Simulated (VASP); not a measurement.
Runs of VASP 6.6.1 on Be2Se. The structure is that of space group F-43m (No. 216), or close to it. The cells are those of the table. The cell was generated, and may not be a known phase.

```tsv
task	cell	k mesh	cutoff (eV)	smearing	gap on the mesh (eV)	pressure (GPa)	relaxed volume (Å³/atom)
single point	a = 3.931 Å, angles 60.0°, 3 atoms	14 × 14 × 14	520	gaussian 0.1 eV	none	0.1	-
single point	a = 3.825 Å, angles 60.0°, 3 atoms	6 × 6 × 6	520	gaussian 0.1 eV	none	4.6	-
relaxation of cell and atoms	relaxed from a = 3.912 Å, angles 60.0°, 3 atoms	12 × 12 × 12	600	gaussian 0.01 eV	none	0.0	14.33
single point	a = 3.931 Å, angles 60.0°, 3 atoms	12 × 12 × 12	520	gaussian 0.01 eV	none	0.1	-
relaxation of cell and atoms	relaxed from a = 3.825 Å, angles 60.0°, 3 atoms	6 × 6 × 6	600	gaussian 0.1 eV	0.08	-0.1	(a)
```

Alike in all rows: level PBE; potentials or basis VASP PAW PBE potentials, release 64 (Be, Se); no spin polarisation.

**Question.** Fill in the values left out.

**Answer.** (a) 14.20.

Caveats: semilocal functionals underestimate gaps, and a narrow one can read as zero (at least some runs); the cell stands under pressure (at least some runs).

A k mesh can miss the band edges, and the runs leave out spin-orbit coupling on Se.

A gap of «none» marks levels without a gap at the run's occupations.
